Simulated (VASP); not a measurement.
# GaAs (Pm-3m) in VASP: a series of runs

GaAs is run at these levels: r2SCAN; tasks: single point.

Everything below comes from runs of VASP 6.6.1. Logs are shortened: lines on timing, memory, paths and dates and some standing lists are left out, and cuts for length are marked.

### 1 The cell of the first run

It takes space group Pm-3m (No. 221, cubic). Conventional cell: a = 3.329 Å, b = 3.329 Å, c = 3.329 Å, α = 90.00°, β = 90.00°, γ = 90.00°. Within 3.8 Å of Ga (site symmetry m-3m) lie 8 As at 2.88 Å and 6 Ga at 3.33 Å. Within 3.8 Å of As (site symmetry m-3m) lie 8 Ga at 2.88 Å and 6 As at 3.33 Å.

### 2 Single point, r2SCAN

Input file POSCAR:

```
GaAs
1.0
    3.3286687154      0.0000000000      0.0000000000
    0.0000000000      3.3286687154      0.0000000000
    0.0000000000      0.0000000000      3.3286687154
Ga As
1 1
Direct
    0.0000000000      0.0000000000      0.0000000000
    0.5000000000      0.5000000000      0.5000000000
```

Input file INCAR.step1:

```
  ALGO = Normal
  EDIFF = 1E-4
  ENCUT = 520
  GGA = PE
  ISMEAR = -1
  LASPH = True
  LCHARG = False
  LREAL = False
  LWAVE = True
  NBANDS = 16
  NELM = 60
  PREC = Accurate
  SIGMA = 0.02
```

Input file INCAR.step2:

```
  ALGO = Normal
  EDIFF = 1E-6
  ENCUT = 520
  ISIF = 2
  ISMEAR = -1
  ISTART = 1
  LASPH = True
  LCHARG = False
  LMIXTAU = True
  LREAL = False
  LWAVE = False
  METAGGA = R2SCAN
  NBANDS = 16
  NELM = 60
  PREC = Accurate
  SIGMA = 0.02
```

Input file KPOINTS:

```
k-points
0
Gamma
  6 6 6
```

Potentials or basis: VASP PAW PBE potentials, release 64 (Ga_d, As).

The run is started by

```console
cat potpaw_PBE.64/Ga_d/POTCAR potpaw_PBE.64/As/POTCAR > POTCAR
cp INCAR.step1 INCAR
mpirun -np 1 vasp_std > vasp.out
cp INCAR.step2 INCAR
mpirun -np 1 vasp_std > vasp.out
```

OUTCAR:

```text
EDIFF = 1E-6
   ENCUT = 520
   ISIF = 2
   ISMEAR = -1
   ISTART = 1
   LASPH = True
   LREAL = False
   METAGGA = R2SCAN
   NELM = 60
   PREC = Accurate

 ion  position               nearest neighbor table
   1  0.000  0.000  0.000-   2 2.88   2 2.88   2 2.88   2 2.88   2 2.88   2 2.88   2 2.88   2 2.88

   2  0.500  0.500  0.500-   1 2.88   1 2.88   1 2.88   1 2.88   1 2.88   1 2.88   1 2.88   1 2.88

  LATTYP: Found a simple cubic cell.
 ALAT       =     3.3286687154

  Lattice vectors:

 A1 = (   3.3286687154,   0.0000000000,   0.0000000000)
 A2 = (   0.0000000000,   3.3286687154,   0.0000000000)
 A3 = (   0.0000000000,   0.0000000000,   3.3286687154)

Analysis of symmetry for initial positions (statically):
=====================================================================
 Subroutine PRICEL returns:
 Original cell was already a primitive cell.

 Routine SETGRP: Setting up the symmetry group for a
 simple cubic supercell.

 Subroutine GETGRP returns: Found 48 space group operations
 (whereof 48 operations were pure point group operations)
 out of a pool of 48 trial point group operations.

The static configuration has the point symmetry O_h .

Analysis of symmetry for dynamics (positions and initial velocities):
=====================================================================
 Subroutine PRICEL returns:
 Original cell was already a primitive cell.

 Routine SETGRP: Setting up the symmetry group for a
 simple cubic supercell.

 Subroutine GETGRP returns: Found 48 space group operations
 (whereof 48 operations were pure point group operations)
 out of a pool of 48 trial point group operations.

The dynamic configuration has the point symmetry O_h .

 Subroutine INISYM returns: Found 48 space group operations
 (whereof 48 operations are pure point group operations),
 and found     1 'primitive' translations

----------------------------------------------------------------------------------------

                                     Primitive cell

  volume of cell :      36.8818

  direct lattice vectors                    reciprocal lattice vectors
     3.328668715  0.000000000  0.000000000     0.300420404  0.000000000  0.000000000
     0.000000000  3.328668715  0.000000000     0.000000000  0.300420404  0.000000000
     0.000000000  0.000000000  3.328668715     0.000000000  0.000000000  0.300420404

  length of vectors
     3.328668715  3.328668715  3.328668715     0.300420404  0.300420404  0.300420404

  position of ions in fractional coordinates (direct lattice)
[... 74 lines left out ...]
   EDIFF  = 0.1E-05   stopping-criterion for ELM
   LREAL  =      F    real-space projection
   EDIFFG = 0.1E-04   stopping-criterion for IOM
   NSW    =      0    number of steps for IOM
   IBRION =     -1    ionic relax: 0-MD 1-quasi-New 2-CG
   NFREE  =      0    steps in history (QN), initial steepest desc. (CG)
   ISIF   =      2    stress and relaxation
   ISYM   =      2    0-nonsym 1-usesym 2-fastsym
   POTIM  = 0.5000    time-step for ionic-motion
   TEBEG  =    0.0;   TEEND  =   0.0 temperature during run
   PSTRESS=    0.0 pullay stress
   NELECT =      18.0000    total number of electrons
   NUPDOWN=      -1.0000    fix difference up-down
   EMIN   =  10.00;   EMAX   =-10.00  energy-range for DOS
   EFERMI =   0.00;   METHOD = LEGACY
   ISMEAR =    -1;   SIGMA  =   0.02  broadening in eV -4-tet -1-fermi 0-gaus
   EFERMI_NEDOS =   21; number of points for ismear=-14 and -15
   IALGO  =     38    algorithm
   IMIX   =      4    mixing-type and parameters
     AMIX     =   0.40;   BMIX     =  1.00
     AMIX_MAG =   1.60;   BMIX_MAG =  1.00
  volume/ion in A,a.u.               =      18.44       124.45
  Fermi-wavevector in a.u.,A,eV,Ry     =   1.288927  2.435719 22.603816  1.661334
  Thomas-Fermi vector in A             =   2.420851
   LORBIT       =      0    0 simple, 1 ext, 2 COOP (PROOUT), +10 PAW based schemes
   METAGGA = R2SCAN    functional components
   LHFCALC =     F    Hartree Fock is set to
   AEXX    =    0.0000 exact exchange contribution
   IVDW    =     0    specifies the selected vdW correction
   LEPSILON=     F    determine dielectric tensor
   LRPA    =     F    only Hartree local field effects (RPA)
 non-spin polarized calculation
  energy-cutoff  :      520.00
  volume of cell :       36.88
 maximum number of plane-waves:      1021
 NGX is ok and might be reduce to    28
   NGX = 13   NGY = 13   NGZ = 13

 number of electron      18.0000009 magnetization

 Free energy of the ion-electron system (eV)
  ---------------------------------------------------
  ext. energy  EPLUGINS =         0.00000000
  ---------------------------------------------------
  free energy    TOTEN  =       -25.51100754 eV

  energy without entropy =      -25.50978157  energy(sigma->0) =      -25.51039456

 E-fermi :   5.9800     XC(G=0): -11.8411

 val. band max:        5.9402018958   @ k =   0.1667   0.1667   0.0000
 cond. band min:       6.0594453781   @ k =   0.5000   0.3333   0.1667
 fundamental gap:      0.1192434823
 Fermi energy:         5.9799962450

 k-point     1 :       0.0000    0.0000    0.0000
  band No.  band energies     occupation
      1      -9.3583      2.00000
      2      -9.3583      2.00000
      3      -9.2554      2.00000
      4      -9.2554      2.00000
      5      -9.2554      2.00000
      6      -8.3010      2.00000
[... 357 lines left out ...]
      3      -9.3686      2.00000
      4      -9.1985      2.00000
      5      -9.1985      2.00000
      6      -3.1478      2.00000
[... 8 lines left out ...]
     15      27.4156      0.00000
     16      27.4156      0.00000

------------------------ aborting loop because EDIFF is reached ----------------------------------------

  FORCE on cell =-STRESS in cart. coord.  units (eV):
  Direction    XX          YY          ZZ          XY          YZ          ZX
  --------------------------------------------------------------------------------------
  -------------------------------------------------------------------------------------
  Total        0.0888559      0.0888559      0.0888559     -0.0000000      0.0000000      0.0000000
  in kB        3.8599808      3.8599808      3.8599808     -0.0000000      0.0000000      0.0000000
  external PRESSURE =       3.8599808 kB  Pullay stress =       0.0000000 kB

 VOLUME and BASIS-vectors are now :
 -----------------------------------------------------------------------------
  energy-cutoff  :      520.00
  volume of cell :       36.88
      direct lattice vectors                 reciprocal lattice vectors
     3.328668715  0.000000000  0.000000000     0.300420404  0.000000000  0.000000000
     0.000000000  3.328668715  0.000000000     0.000000000  0.300420404  0.000000000
     0.000000000  0.000000000  3.328668715     0.000000000  0.000000000  0.300420404

 POSITION                                       TOTAL-FORCE (eV/Angst)
 -----------------------------------------------------------------------------------
      0.00000      0.00000      0.00000         0.000000      0.000000      0.000000
      1.66433      1.66433      1.66433         0.000000      0.000000      0.000000
 -----------------------------------------------------------------------------------
    total drift:                               -0.000000     -0.000000     -0.000000

  FREE ENERGIE OF THE ION-ELECTRON SYSTEM (eV)
  ---------------------------------------------------
  free  energy   TOTEN  =       -25.5110075403 eV

  energy  without entropy=      -25.5097815720  energy(sigma->0) =      -25.51039456
```

OUTCAR.step1:

```text
EDIFF = 1E-4
   ENCUT = 520
   GGA = PE
   ISMEAR = -1
   LASPH = True
[... 595 lines left out ...]
      0.00000      0.00000      0.00000         0.000000      0.000000      0.000000
      1.66433      1.66433      1.66433         0.000000      0.000000      0.000000
 -----------------------------------------------------------------------------------
    total drift:                               -0.000000      0.000000     -0.000000

  FREE ENERGIE OF THE ION-ELECTRON SYSTEM (eV)
  ---------------------------------------------------
  free  energy   TOTEN  =        -7.1952313230 eV

  energy  without entropy=       -7.1923760457  energy(sigma->0) =       -7.19380368
```

OSZICAR.step1:

```text
N       E                     dE             d eps       ncg     rms          rms(c)
DAV:   1     0.776817293137E+02    0.77682E+02   -0.89794E+03   664   0.164E+03
DAV:   2    -0.178189815528E+01   -0.79464E+02   -0.75676E+02   736   0.317E+02
DAV:   3    -0.717262455491E+01   -0.53907E+01   -0.53715E+01   768   0.601E+01
DAV:   4    -0.724043455179E+01   -0.67810E-01   -0.67802E-01   816   0.716E+00
DAV:   5    -0.724114570758E+01   -0.71116E-03   -0.71114E-03   776   0.701E-01    0.199E+00
DAV:   6    -0.720327412462E+01    0.37872E-01   -0.53331E-02   848   0.451E+00    0.115E+00
DAV:   7    -0.719588309330E+01    0.73910E-02   -0.13274E-02   960   0.124E+00    0.312E-01
DAV:   8    -0.719522508626E+01    0.65801E-03   -0.18545E-03   784   0.583E-01    0.413E-02
DAV:   9    -0.719523132305E+01   -0.62368E-05   -0.12826E-04   576   0.136E-01
   1 F= -.71952313E+01 E0= -.71938037E+01  d E =-.285528E-02
```

It took 33 s on 1 thread of Intel Xeon Platinum 8488C (Sapphire Rapids), shared host; peak memory 0.16 GiB.

Results:

```yaml
Free_energy: -25.5110 eV
Pressure: 0.4 GPa
Band_gap_on_the_k_mesh: zero (band 9 reaches 7.39 eV, above the bottom of band 10 at 3.84 eV)
```

Levels at points of the mesh, in eV from the Fermi level:
```csv
k point,band 6,band 7,band 8,band 9,band 10,band 11,band 12,band 13
"(0.00, 0.00, 0.00)",-14.28,-1.82,-0.76,-0.76,-0.76,5.26,5.26,10.56
"(0.50, 0.00, 0.00)",-12.16,-8.75,1.41,1.41,3.25,3.74,5.03,5.03
"(0.50, 0.50, 0.00)",-10.24,-5.56,-5.56,-4.84,2.39,7.53,7.76,7.76
"(0.50, 0.50, 0.50)",-9.13,-2.82,-2.82,-2.82,-2.14,-0.41,-0.41,-0.41
```

Caveat: the PAW data sets were made with another functional, which shifts forces and pressure a little.

### 3 Single point, r2SCAN

POSCAR is that of step 2.

Input file INCAR.step1:

```
ALGO     = Normal         # electronic algorithm
EDIFF    = 1E-4           # SCF threshold, eV
ENCUT    = 520            # plane-wave cutoff, eV
GGA      = PE             # functional
ISMEAR   = 1              # smearing method
LASPH    = T              # aspherical terms in the spheres
LCHARG   = F              # write CHGCAR
LREAL    = F              # projectors in reciprocal space
LWAVE    = T              # write WAVECAR
NBANDS   = 16             # bands
NELM     = 60             # most SCF steps
PREC     = Accurate       # precision mode
SIGMA    = 0.5            # smearing width, eV
```

Input file INCAR.step2:

```
ALGO     = Normal         # electronic algorithm
EDIFF    = 1E-6           # SCF threshold, eV
ENCUT    = 520            # plane-wave cutoff, eV
ISIF     = 2              # what is computed and relaxed
ISMEAR   = 1              # smearing method
ISTART   = 1            
LASPH    = T              # aspherical terms in the spheres
LCHARG   = F              # write CHGCAR
LMIXTAU  = T            
LREAL    = F              # projectors in reciprocal space
LWAVE    = F              # write WAVECAR
METAGGA  = R2SCAN         # meta-GGA
NBANDS   = 16             # bands
NELM     = 60             # most SCF steps
PREC     = Accurate       # precision mode
SIGMA    = 0.5            # smearing width, eV
```

KPOINTS is that of step 2.

Potentials or basis: VASP PAW PBE potentials, release 64 (Ga_d, As).

The run is started by

```console
cat potpaw_PBE.64/Ga_d/POTCAR potpaw_PBE.64/As/POTCAR > POTCAR
cp INCAR.step1 INCAR
mpirun -np 1 vasp_std > vasp.out
cp INCAR.step2 INCAR
mpirun -np 1 vasp_std > vasp.out
```

OUTCAR:

```text
EDIFF = 1E-6
   ENCUT = 520
   ISIF = 2
   ISMEAR = 1
   ISTART = 1
   LASPH = T
   LREAL = F
   METAGGA = R2SCAN
   NELM = 60
   PREC = Accurate

 ion  position               nearest neighbor table
   1  0.000  0.000  0.000-   2 2.88   2 2.88   2 2.88   2 2.88   2 2.88   2 2.88   2 2.88   2 2.88

   2  0.500  0.500  0.500-   1 2.88   1 2.88   1 2.88   1 2.88   1 2.88   1 2.88   1 2.88   1 2.88

  LATTYP: Found a simple cubic cell.
 ALAT       =     3.3286687154

  Lattice vectors:

 A1 = (   3.3286687154,   0.0000000000,   0.0000000000)
 A2 = (   0.0000000000,   3.3286687154,   0.0000000000)
 A3 = (   0.0000000000,   0.0000000000,   3.3286687154)

Analysis of symmetry for initial positions (statically):
=====================================================================
 Subroutine PRICEL returns:
 Original cell was already a primitive cell.

 Routine SETGRP: Setting up the symmetry group for a
 simple cubic supercell.

 Subroutine GETGRP returns: Found 48 space group operations
 (whereof 48 operations were pure point group operations)
 out of a pool of 48 trial point group operations.

The static configuration has the point symmetry O_h .
[... 156 lines left out ...]

 E-fermi :   5.9819     XC(G=0): -11.8448

 val. band max:        5.9505147645   @ k =   0.1667   0.1667   0.0000
 cond. band min:       6.0703708705   @ k =   0.5000   0.3333   0.1667
 fundamental gap:      0.1198561059
 Fermi energy:         5.9819299216

 k-point     1 :       0.0000    0.0000    0.0000
  band No.  band energies     occupation
      1      -9.3867      2.00000
      2      -9.3867      2.00000
      3      -9.2838      2.00000
      4      -9.2838      2.00000
      5      -9.2838      2.00000
      6      -8.2951      2.00000
[... 357 lines left out ...]
      3      -9.3965      2.00000
      4      -9.2271      2.00000
      5      -9.2271      2.00000
      6      -3.1282      2.00000
[... 8 lines left out ...]
     15      27.4212      0.00000
     16      27.4212      0.00000

------------------------ aborting loop because EDIFF is reached ----------------------------------------

  FORCE on cell =-STRESS in cart. coord.  units (eV):
  Direction    XX          YY          ZZ          XY          YZ          ZX
  --------------------------------------------------------------------------------------
  -------------------------------------------------------------------------------------
  Total        0.0862414      0.0862414      0.0862414      0.0000000      0.0000000     -0.0000000
  in kB        3.7464034      3.7464034      3.7464034      0.0000000      0.0000000     -0.0000000
  external PRESSURE =       3.7464034 kB  Pullay stress =       0.0000000 kB

 VOLUME and BASIS-vectors are now :
 -----------------------------------------------------------------------------
  energy-cutoff  :      520.00
  volume of cell :       36.88
      direct lattice vectors                 reciprocal lattice vectors
     3.328668715  0.000000000  0.000000000     0.300420404  0.000000000  0.000000000
     0.000000000  3.328668715  0.000000000     0.000000000  0.300420404  0.000000000
     0.000000000  0.000000000  3.328668715     0.000000000  0.000000000  0.300420404

 POSITION                                       TOTAL-FORCE (eV/Angst)
 -----------------------------------------------------------------------------------
      0.00000      0.00000      0.00000         0.000000      0.000000      0.000000
      1.66433      1.66433      1.66433         0.000000      0.000000      0.000000
 -----------------------------------------------------------------------------------
    total drift:                               -0.000000     -0.000000     -0.000000

  FREE ENERGIE OF THE ION-ELECTRON SYSTEM (eV)
  ---------------------------------------------------
  free  energy   TOTEN  =       -25.5096321661 eV

  energy  without entropy=      -25.5091920952  energy(sigma->0) =      -25.50948548
```

Wall time 34 s (1 thread of Intel Xeon Platinum 8488C (Sapphire Rapids), shared host); peak memory 0.17 GiB.

Results:

```
Free energy            : -25.5096 eV
Pressure               : 0.4 GPa
Band gap on the k mesh : zero (band 9 reaches 7.40 eV, above the bottom of band 10 at 3.83 eV)
```

Caveat: the PAW data sets were made with another functional, which shifts forces and pressure a little.
